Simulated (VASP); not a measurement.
# BIr3Br (Pm-3m) in VASP: a series of runs, part 2 of 2

VASP 6.6.1. The steps go on from the part before.

**3. Relaxation of cell and atoms, PBEsol+U**

This run uses another cell than the first one, of 16.82 Å³/atom.

INCAR reads:

```
ALGO = Normal
EDIFF = 1E-7
EDIFFG = -0.01
ENCUT = 560
GGA = PS
GGA_COMPAT = False
IBRION = 2
ISIF = 3
ISMEAR = 0
LASPH = True
LCHARG = False
LDAU = True
LDAUJ = 0 0 0
LDAUL = -1 2 -1
LDAUPRINT = 1
LDAUTYPE = 2
LDAUU = 0 4 0
LMAXMIX = 4
LREAL = False
LWAVE = False
NELM = 200
NELMIN = 4
NSW = 60
PREC = Accurate
SIGMA = 0.1175
```

KPOINTS reads:

```
k-points
0
Gamma
  4 4 4
```

POSCAR reads:

```
BIr3Br
1.0
    4.3812740000      0.0000000000      0.0000000000
    0.0000000000      4.3812740000      0.0000000000
    0.0000000000      0.0000000000      4.3812740000
B Ir Br
1 3 1
Direct
    0.5000000000      0.5000000000      0.5000000000
    0.0000000000      0.5000000000      0.5000000000
    0.5000000000      0.0000000000      0.5000000000
    0.5000000000      0.5000000000      0.0000000000
    0.0000000000      0.0000000000      0.0000000000
```

Potentials or basis: VASP PAW PBE potentials, release 64 (B, Ir_sv_GW, Br).

Command:

```sh
> cat potpaw_PBE.64/B/POTCAR potpaw_PBE.64/Ir_sv_GW/POTCAR potpaw_PBE.64/Br/POTCAR > POTCAR
> mpirun -np 1 vasp_std > vasp.out
```

OUTCAR:

```text
EDIFF = 1E-7
   EDIFFG = -0.01
   ENCUT = 560
   GGA = PS
   IBRION = 2
   ISIF = 3
   ISMEAR = 0
   LASPH = True
   LREAL = False
   NELM = 200
   NELMIN = 4
   NSW = 60
   PREC = Accurate

 ion  position               nearest neighbor table
   1  0.500  0.500  0.500-   2 2.19   3 2.19   4 2.19   4 2.19   3 2.19   2 2.19
   2  0.000  0.500  0.500-   1 2.19   1 2.19   4 3.10   4 3.10   3 3.10   3 3.10   3 3.10   4 3.10
                             4 3.10   3 3.10
   3  0.500  0.000  0.500-   1 2.19   1 2.19   4 3.10   4 3.10   2 3.10   2 3.10   4 3.10   4 3.10
                             2 3.10   2 3.10
   4  0.500  0.500  0.000-   1 2.19   1 2.19   3 3.10   2 3.10   2 3.10   3 3.10   3 3.10   3 3.10
                             2 3.10   2 3.10
   5  0.000  0.000  0.000-

  LATTYP: Found a simple cubic cell.
 ALAT       =     4.3812740000

  Lattice vectors:

 A1 = (   4.3812740000,   0.0000000000,   0.0000000000)
 A2 = (   0.0000000000,   4.3812740000,   0.0000000000)
 A3 = (   0.0000000000,   0.0000000000,   4.3812740000)

Analysis of symmetry for initial positions (statically):
=====================================================================
 Subroutine PRICEL returns:
 Original cell was already a primitive cell.

 Routine SETGRP: Setting up the symmetry group for a
 simple cubic supercell.

 Subroutine GETGRP returns: Found 48 space group operations
 (whereof 48 operations were pure point group operations)
 out of a pool of 48 trial point group operations.

The static configuration has the point symmetry O_h .

Analysis of symmetry for dynamics (positions and initial velocities):
=====================================================================
 Subroutine PRICEL returns:
 Original cell was already a primitive cell.

 Routine SETGRP: Setting up the symmetry group for a
 simple cubic supercell.

 Subroutine GETGRP returns: Found 48 space group operations
 (whereof 48 operations were pure point group operations)
 out of a pool of 48 trial point group operations.

The dynamic configuration has the point symmetry O_h .

 Subroutine INISYM returns: Found 48 space group operations
[... 118 lines left out ...]
   LHFCALC =     F    Hartree Fock is set to
   AEXX    =    0.0000 exact exchange contribution
   IVDW    =     0    specifies the selected vdW correction
   LEPSILON=     F    determine dielectric tensor
   LRPA    =     F    only Hartree local field effects (RPA)
 conjugate gradient relaxation of ions
 non-spin polarized calculation
 Gauss-broadening in eV      SIGMA  =   0.12
  energy-cutoff  :      560.00
  volume of cell :       84.10
 maximum number of plane-waves:      2560
 NGX is ok and might be reduce to    36
   NGX = 17   NGY = 17   NGZ = 17

--------------------------------------- Ionic step        1  -------------------------------------------

 number of electron      61.0000004 magnetization

 Free energy of the ion-electron system (eV)
  ---------------------------------------------------
  ext. energy  EPLUGINS =         0.00000000
  ---------------------------------------------------
  free energy    TOTEN  =       -21.29600082 eV

  energy without entropy =      -21.24127691  energy(sigma->0) =      -21.26863887

------------------------ aborting loop because EDIFF is reached ----------------------------------------

  FORCE on cell =-STRESS in cart. coord.  units (eV):
  Direction    XX          YY          ZZ          XY          YZ          ZX
  --------------------------------------------------------------------------------------
  -------------------------------------------------------------------------------------
  Total      -13.2637448    -13.2637448    -13.2637448      0.0000000      0.0000000      0.0000000
  in kB     -252.6826926   -252.6826926   -252.6826926      0.0000000      0.0000000      0.0000000
  external PRESSURE =    -252.6826926 kB  Pullay stress =       0.0000000 kB
[... 26 lines left out ...]
--------------------------------------- Ionic step        2  -------------------------------------------

 number of electron      60.9999998 magnetization

 E-fermi :  13.7433     XC(G=0): -14.6271

 val. band max:       13.7277404132   @ k =   0.2500   0.2500   0.0000
 cond. band min:      13.7708801522   @ k =   0.2500   0.2500   0.0000
 fundamental gap:      0.0431397390
 Fermi energy:        13.7433112650

 k-point     1 :       0.0000    0.0000    0.0000
  band No.  band energies     occupation
      1     -78.4164      2.00000
      2     -78.3385      2.00000
      3     -78.3385      2.00000
      4     -35.9882      2.00000
      5     -35.9882      2.00000
      6     -35.9882      2.00000
[... 594 lines left out ...]
--------------------------------------- Ionic step        5  -------------------------------------------

 number of electron      61.0000002 magnetization

 Free energy of the ion-electron system (eV)
  ---------------------------------------------------
  ext. energy  EPLUGINS =         0.00000000
  ---------------------------------------------------
  free energy    TOTEN  =       -22.54359910 eV

  energy without entropy =      -22.50791941  energy(sigma->0) =      -22.52575926

 E-fermi :   9.4449     XC(G=0): -13.2052

 val. band max:        9.3606485243   @ k =   0.2500   0.0000   0.0000
 cond. band min:       9.4460488807   @ k =   0.2500   0.2500   0.0000
 fundamental gap:      0.0854003564
 Fermi energy:         9.4449352604

 k-point     1 :       0.0000    0.0000    0.0000
  band No.  band energies     occupation
      1     -82.0824      2.00000
      2     -82.0588      2.00000
      3     -82.0588      2.00000
      4     -39.3822      2.00000
      5     -39.3822      2.00000
      6     -39.3822      2.00000
[... 411 lines left out ...]
  FREE ENERGIE OF THE ION-ELECTRON SYSTEM (eV)
  ---------------------------------------------------
  free  energy   TOTEN  =       -22.5435991033 eV

  energy  without entropy=      -22.5079194075  energy(sigma->0) =      -22.52575926

 reached required accuracy - stopping structural energy minimisation
```

OSZICAR:

```text
N       E                     dE             d eps       ncg     rms          rms(c)
DAV:   1     0.655545734285E+03    0.65555E+03   -0.43411E+04   832   0.181E+03
DAV:   2     0.102978187860E+02   -0.64525E+03   -0.63307E+03   888   0.523E+02
DAV:   3    -0.251108873953E+02   -0.35409E+02   -0.33857E+02   888   0.110E+02
[... 79 lines left out ...]
DAV:   6    -0.225435766658E+02   -0.15586E-04   -0.73376E-06   888   0.154E-02    0.995E-02
DAV:   7    -0.225435977268E+02   -0.21061E-04   -0.20155E-05   964   0.285E-02    0.604E-02
DAV:   8    -0.225435986078E+02   -0.88099E-06   -0.18890E-06   752   0.728E-03    0.132E-02
DAV:   9    -0.225435990148E+02   -0.40705E-06   -0.20309E-07   572   0.316E-03    0.740E-03
DAV:  10    -0.225435991033E+02   -0.88516E-07   -0.44849E-08   384   0.169E-03
   5 F= -.22543599E+02 E0= -.22525759E+02  d E =-.124760E+01
```

Run time: 1.8 min. Hardware: 1 thread of Intel Xeon 6975P-C (Granite Rapids), shared host; peak memory 0.23 GiB.

Results:

| Quantity | Value |
| --- | --- |
| Free energy | -22.5436 eV |
| Relaxed volume | 14.15 Å³/atom |
| Relaxed cell | a = 4.136 Å, b = 4.136 Å, c = 4.136 Å, α = 90.00°, β = 90.00°, γ = 90.00° |
| Space group after relaxing (to 0.1 Å) | Pm-3m (No. 221) |
| Energy gained by relaxing | 249.5 meV/atom |
| Ionic steps | 5 |
| Pressure after relaxing | 0.0 GPa |
| Band gap on the k mesh | zero (an odd number of electrons rules out a gap without spin polarisation) |

Step by step:
| step | energy change (eV) | largest force (eV/Å) | pressure (GPa) | volume (Å³) |
| --- | --- | --- | --- | --- |
| 1 | 0.0000 | 0.0000 | -25.27 | 84.10 |
| 2 | 2.2191 | 0.0000 | 92.90 | 55.77 |
| 3 | -1.2417 | 0.0000 | -2.38 | 71.53 |
| 4 | -1.2470 | 0.0000 | -0.75 | 70.99 |
| 5 | -1.2476 | 0.0000 | 0.02 | 70.74 |

Final structure:
```yaml
crystal:
  lattice:
    - [4.13579, 0.00000, 0.00000]
    - [0.00000, 4.13579, 0.00000]
    - [0.00000, 0.00000, 4.13579]
  atoms:
    - { symbol: B, position: [0.50000, 0.50000, 0.50000] }
    - { symbol: Ir, position: [0.00000, 0.50000, 0.50000] }
    - { symbol: Ir, position: [0.50000, 0.00000, 0.50000] }
    - { symbol: Ir, position: [0.50000, 0.50000, 0.00000] }
    - { symbol: Br, position: [0.00000, 0.00000, 0.00000] }
```

Eigenvalues of the final occupation matrices:
```csv
site,spin,trace,eigenvalues
site 2 d,1,3.30,0.59 0.59 0.68 0.69 0.76
site 2 d,2,3.30,0.59 0.59 0.68 0.69 0.76
site 3 d,1,3.30,0.59 0.59 0.68 0.69 0.76
site 3 d,2,3.30,0.59 0.59 0.68 0.69 0.76
site 4 d,1,3.30,0.59 0.59 0.68 0.69 0.76
site 4 d,2,3.30,0.59 0.59 0.68 0.69 0.76
```

Caveat: the volume moved by over 15 % at a fixed basis, so the end points are rough; the PAW data sets were made with another functional, which shifts forces and pressure a little; spin-orbit coupling is left out, which moves the levels of the heavy elements; U without spin polarisation on a metal has little footing.

The gap in the log of VASP goes by the Fermi energy; the results here count the filled bands.